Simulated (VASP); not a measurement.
# SnSe2 (n.B) in VASP: single point with PBEsol

Aim: the single point of SnSe2 (n.B) with PBEsol.

All numbers are computed with VASP 6.6.1; they aren't measurements. Logs are shortened: lines on timing, memory, paths and dates and some standing lists are left out, and cuts for length are marked.

## Step 1: The cell of the first run

The cell holds a sheet with vacuum, 3 atoms: a = 3.802 Å, b = 3.802 Å, c = 30.160 Å, α = 90.00°, β = 90.00°, γ = 120.00°.

## Step 2: Single point, PBEsol

Input file INCAR:

```
PREC     = Accurate       # precision mode
ENCUT    = 400            # plane-wave cutoff, eV
EDIFF    = 1E-6           # SCF threshold, eV
ISMEAR   = 0              # smearing method
SIGMA    = 0.03           # smearing width, eV
LREAL    = False          # projectors in reciprocal space
LASPH    = True           # aspherical terms in the spheres
NELM     = 120            # most SCF steps
ALGO     = Normal         # electronic algorithm
ISIF     = 2              # what is computed and relaxed
LWAVE    = False          # write WAVECAR
LCHARG   = False          # write CHGCAR
LDIPOL   = True         
IDIPOL   = 3            
DIPOL    = 0.5 0.5 0.285
GGA      = PS             # functional
NBANDS   = 20             # bands
GGA_COMPAT= False        
NELMDL   = -8
```

Input file KPOINTS:

```
Automatic mesh
0
Gamma
  12 12 1
```

Input file POSCAR:

```
SnSe2
1.0
    3.8018542956      0.0000000000      0.0000000000
   -1.9009271478      3.2925024015      0.0000000000
    0.0000000000      0.0000000000     30.1599999976
Se Sn
2 1
Direct
    0.3333333333      0.6666666667      0.2322027003
    0.6666666667      0.3333333333      0.3374259470
    0.0000000000      0.0000000000      0.2848143236
```

Potentials or basis: VASP PAW PBE potentials, release 64 (Se, Sn_d).

Started as:

```
cat potpaw_PBE.64/Se/POTCAR potpaw_PBE.64/Sn_d/POTCAR > POTCAR
mpirun -np 1 vasp_std > vasp.out
```

OUTCAR:

```text
PREC = Accurate
   ENCUT = 400
   EDIFF = 1E-6
   ISMEAR = 0
   LREAL = False
   LASPH = True
   NELM = 120
   ISIF = 2
   GGA = PS
   NELMDL = -8

 ion  position               nearest neighbor table
   1  0.333  0.667  0.232-   3 2.71   3 2.71   3 2.71
   2  0.667  0.333  0.337-   3 2.71   3 2.71   3 2.71
   3  0.000  0.000  0.285-   1 2.71   1 2.71   1 2.71   2 2.71   2 2.71   2 2.71

  LATTYP: Found a hexagonal cell.
 ALAT       =     3.8018542956
 C/A-ratio  =     7.9329710327

  Lattice vectors:

 A1 = (   3.8018542956,   0.0000000000,   0.0000000000)
 A2 = (  -1.9009271478,   3.2925024015,   0.0000000000)
 A3 = (   0.0000000000,   0.0000000000,  30.1599999976)

Analysis of symmetry for initial positions (statically):
=====================================================================
 Subroutine PRICEL returns:
 Original cell was already a primitive cell.

 Routine SETGRP: Setting up the symmetry group for a
 hexagonal supercell.

 Subroutine GETGRP returns: Found 12 space group operations
 (whereof  6 operations were pure point group operations)
 out of a pool of 24 trial point group operations.

The static configuration has the point symmetry C_3v.
 The point group associated with its full space group is D_3d.

Analysis of symmetry for dynamics (positions and initial velocities):
=====================================================================
 Subroutine PRICEL returns:
 Original cell was already a primitive cell.

 Routine SETGRP: Setting up the symmetry group for a
 hexagonal supercell.

 Subroutine GETGRP returns: Found 12 space group operations
 (whereof  6 operations were pure point group operations)
 out of a pool of 24 trial point group operations.

The dynamic configuration has the point symmetry C_3v.
 The point group associated with its full space group is D_3d.

 Subroutine INISYM returns: Found 12 space group operations
 (whereof  6 operations are pure point group operations),
 and found     1 'primitive' translations

----------------------------------------------------------------------------------------

                                     Primitive cell

  volume of cell :     377.5313

  direct lattice vectors                    reciprocal lattice vectors
     3.801854296  0.000000000  0.000000000     0.263029544  0.151860178  0.000000000
    -1.900927148  3.292502402  0.000000000     0.000000000  0.303720356  0.000000000
     0.000000000  0.000000000 30.159999998     0.000000000  0.000000000  0.033156499

  length of vectors
     3.801854296  3.801854296 30.159999998     0.303720356  0.303720356  0.033156499

  position of ions in fractional coordinates (direct lattice)
     0.333333333  0.666666667  0.232202700
     0.666666667  0.333333333  0.337425947
     0.000000000  0.000000000  0.284814324

  ion indices of the primitive-cell ions
   primitive index   ion index
                 1           1
                 2           2
                 3           3

----------------------------------------------------------------------------------------

 KPOINTS: Automatic mesh

Automatic generation of k-mesh.
 Grid dimensions read from file:
 generate k-points for:   12   12    1

 Generating k-lattice:

  Cartesian coordinates                     Fractional coordinates (reciprocal lattice)
     0.021919129  0.012655015  0.000000000     0.083333333  0.000000000  0.000000000
     0.000000000  0.025310030  0.000000000     0.000000000  0.083333333  0.000000000
     0.000000000  0.000000000  0.033156499     0.000000000  0.000000000  1.000000000

  Length of vectors
     0.025310030  0.025310030  0.033156499

  Shift w.r.t. Gamma in fractional coordinates (k-lattice)
     0.000000000  0.000000000  0.000000000

 Subroutine IBZKPT returns following result:
 ===========================================

 Found     19 irreducible k-points:

 Following reciprocal coordinates:
            Coordinates               Weight
  0.000000  0.000000  0.000000      1.000000
  0.083333 -0.000000  0.000000      6.000000
  0.166667 -0.000000  0.000000      6.000000
  0.250000  0.000000  0.000000      6.000000
  0.333333 -0.000000  0.000000      6.000000
  0.416667  0.000000  0.000000      6.000000
[... 11 lines left out ...]
  0.333333  0.250000  0.000000     12.000000
  0.333333  0.333333  0.000000      2.000000
   k-points           NKPTS =     19   k-points in BZ     NKDIM =     19   number of bands    NBANDS=     20
   number of dos      NEDOS =    301   number of ions     NIONS =      3
   total plane-waves  NPLWV = 156800
   dimension x,y,z NGX =    28 NGY =   28 NGZ =  200
   dimension x,y,z NGXF=    56 NGYF=   56 NGZF=  400
   ions per type =               2   1
   NGX,Y,Z   is equivalent  to a cutoff of  12.24, 12.24, 11.02 a.u.
   NGXF,Y,Z  is equivalent  to a cutoff of  24.49, 24.49, 22.05 a.u.
 SYSTEM =  unknown system
   PREC   = accura    normal or accurate (medium, high low for compatibility)
   ISTART =      0    job   : 0-new  1-cont  2-samecut
   ICHARG =      2    charge: 1-file 2-atom 10-const
   ISPIN  =      1    spin polarized calculation?
   LNONCOLLINEAR =      F non collinear calculations
   LSORBIT =      F    spin-orbit coupling
   LASPH  =      T    aspherical Exc in radial PAW
   ENCUT  =  400.0 eV  29.40 Ry    5.42 a.u.   6.20  6.20 49.18*2*pi/ulx,y,z
   NELM   =    120;   NELMIN=  2; NELMDL= -8     # of ELM steps
   EDIFF  = 0.1E-05   stopping-criterion for ELM
   LREAL  =      F    real-space projection
   EDIFFG = 0.1E-04   stopping-criterion for IOM
   NSW    =      0    number of steps for IOM
   IBRION =     -1    ionic relax: 0-MD 1-quasi-New 2-CG
   NFREE  =      0    steps in history (QN), initial steepest desc. (CG)
   ISIF   =      2    stress and relaxation
   ISYM   =      2    0-nonsym 1-usesym 2-fastsym
   POTIM  = 0.5000    time-step for ionic-motion
   TEBEG  =    0.0;   TEEND  =   0.0 temperature during run
   PSTRESS=    0.0 pullay stress
   NELECT =      26.0000    total number of electrons
   NUPDOWN=      -1.0000    fix difference up-down
   EMIN   =  10.00;   EMAX   =-10.00  energy-range for DOS
   EFERMI =   0.00;   METHOD = LEGACY
   ISMEAR =     0;   SIGMA  =   0.03  broadening in eV -4-tet -1-fermi 0-gaus
   EFERMI_NEDOS =   21; number of points for ismear=-14 and -15
   IALGO  =     38    algorithm
   IMIX   =      4    mixing-type and parameters
     AMIX     =   0.40;   BMIX     =  1.00
     AMIX_MAG =   1.60;   BMIX_MAG =  1.00
  volume/ion in A,a.u.               =     125.84       849.24
  Fermi-wavevector in a.u.,A,eV,Ry     =   0.671040  1.268081  6.126628  0.450294
  Thomas-Fermi vector in A             =   1.746739
   LORBIT       =      0    0 simple, 1 ext, 2 COOP (PROOUT), +10 PAW based schemes
   GGA     = PS    functional components
   LHFCALC =     F    Hartree Fock is set to
   AEXX    =    0.0000 exact exchange contribution
   IVDW    =     0    specifies the selected vdW correction
   LEPSILON=     F    determine dielectric tensor
   LRPA    =     F    only Hartree local field effects (RPA)
 non-spin polarized calculation
 Gauss-broadening in eV      SIGMA  =   0.03
  energy-cutoff  :      400.00
  volume of cell :      377.53
 maximum number of plane-waves:      6894
 NGX is ok and might be reduce to    28
   NGX = 13   NGY = 13   NGZ = 99

 dipolmoment           0.000000      0.000000     -0.000010 electrons x Angstroem

 number of electron      26.0000002 magnetization

 dipolmoment           0.000000      0.000000      0.000006 electrons x Angstroem

 Free energy of the ion-electron system (eV)
  ---------------------------------------------------
  ext. energy  EPLUGINS =         0.00000000
  ---------------------------------------------------
  free energy    TOTEN  =       -12.92527389 eV

  energy without entropy =      -12.92527389  energy(sigma->0) =      -12.92527389

 E-fermi :  -3.7940     XC(G=0):  -2.3093

 val. band max:       -3.9514144823   @ k =   0.0833  -0.0000   0.0000
 cond. band min:      -3.2006675824   @ k =   0.5000   0.0000   0.0000
 fundamental gap:      0.7507468999
 Fermi energy:        -3.7940205065

 k-point     1 :       0.0000    0.0000    0.0000
  band No.  band energies     occupation
      1     -25.0182      2.00000
      2     -25.0182      2.00000
      3     -24.9768      2.00000
      4     -24.9651      2.00000
      5     -24.9651      2.00000
      6     -17.6138      2.00000
[... 12 lines left out ...]
     19       1.7353      0.00000
     20       2.1202      0.00000

 k-point     2 :       0.0833   -0.0000    0.0000
  band No.  band energies     occupation
      1     -25.0211      2.00000
      2     -25.0153      2.00000
      3     -24.9748      2.00000
      4     -24.9672      2.00000
      5     -24.9650      2.00000
      6     -17.5450      2.00000
[... 12 lines left out ...]
     19       1.8812      0.00000
     20       2.2314      0.00000

 k-point     3 :       0.1667   -0.0000    0.0000
  band No.  band energies     occupation
      1     -25.0299      2.00000
      2     -25.0081      2.00000
      3     -24.9736      2.00000
      4     -24.9675      2.00000
      5     -24.9641      2.00000
      6     -17.3432      2.00000
[... 12 lines left out ...]
     19       2.2700      0.00000
     20       2.5467      0.00000

 k-point     4 :       0.2500    0.0000    0.0000
  band No.  band energies     occupation
      1     -25.0432      2.00000
      2     -25.0002      2.00000
      3     -24.9798      2.00000
      4     -24.9607      2.00000
      5     -24.9589      2.00000
      6     -17.0253      2.00000
[... 314 lines left out ...]
 k-point    18 :       0.3333    0.2500    0.0000
  band No.  band energies     occupation
      1     -25.0470      2.00000
      2     -25.0184      2.00000
      3     -24.9749      2.00000
      4     -24.9595      2.00000
      5     -24.9426      2.00000
      6     -15.8261      2.00000
[... 12 lines left out ...]
     19       4.5343      0.00000
     20       4.6825      0.00000

 k-point    19 :       0.3333    0.3333    0.0000
  band No.  band energies     occupation
      1     -25.0331      2.00000
      2     -25.0331      2.00000
      3     -24.9662      2.00000
      4     -24.9662      2.00000
      5     -24.9437      2.00000
      6     -15.6335      2.00000
[... 12 lines left out ...]
     19       4.7578      0.00000
     20       4.7578      0.00000

------------------------ aborting loop because EDIFF is reached ----------------------------------------

 vacuum level on the upper side and lower side of the slab       (xc-potential included)        -0.004        -0.004

  FORCE on cell =-STRESS in cart. coord.  units (eV):
  Direction    XX          YY          ZZ          XY          YZ          ZX
  --------------------------------------------------------------------------------------
  -------------------------------------------------------------------------------------
  Total        0.0344229      0.0344229      0.0427800      0.0000000      0.0000000      0.0000000
  in kB        0.1460847      0.1460847      0.1815509      0.0000000      0.0000000      0.0000000
  external PRESSURE =       0.1579068 kB  Pullay stress =       0.0000000 kB

 VOLUME and BASIS-vectors are now :
 -----------------------------------------------------------------------------
  energy-cutoff  :      400.00
  volume of cell :      377.53
      direct lattice vectors                 reciprocal lattice vectors
     3.801854296  0.000000000  0.000000000     0.263029544  0.151860178  0.000000000
    -1.900927148  3.292502402  0.000000000     0.000000000  0.303720356  0.000000000
     0.000000000  0.000000000 30.159999998     0.000000000  0.000000000  0.033156499

 POSITION                                       TOTAL-FORCE (eV/Angst)
 -----------------------------------------------------------------------------------
     -0.00000      2.19500      7.00323         0.000000     -0.000000     -0.022745
      1.90093      1.09750     10.17677        -0.000000     -0.000000      0.022745
      0.00000      0.00000      8.59000        -0.000000      0.000000     -0.000000
 -----------------------------------------------------------------------------------
    total drift:                                0.000000      0.000000      0.000190

  FREE ENERGIE OF THE ION-ELECTRON SYSTEM (eV)
  ---------------------------------------------------
  free  energy   TOTEN  =       -12.9252738938 eV

  energy  without entropy=      -12.9252738938  energy(sigma->0) =      -12.92527389

 vacuum level on the upper side and lower side of the slab         2.035         2.035
```

It took 5.6 min on 1 thread of Intel Xeon 8259CL, shared host; peak memory 0.42 GiB.

Results:

| Property | Result |
| --- | --- |
| Free energy | -12.9253 eV |
| Largest force | 0.023 eV/Å |
| Band gap on the k mesh | 0.75 eV, indirect (least direct gap 1.10 eV) |

Forces in eV/Å, atoms in the order of the input:
```
Se   0.000  0.000 -0.023
Se   0.000  0.000  0.023
Sn   0.000  0.000  0.000
```

Caveat: the PAW data sets were made with another functional, which shifts forces and pressure a little; spin-orbit coupling is left out, which moves the levels of the heavy elements.
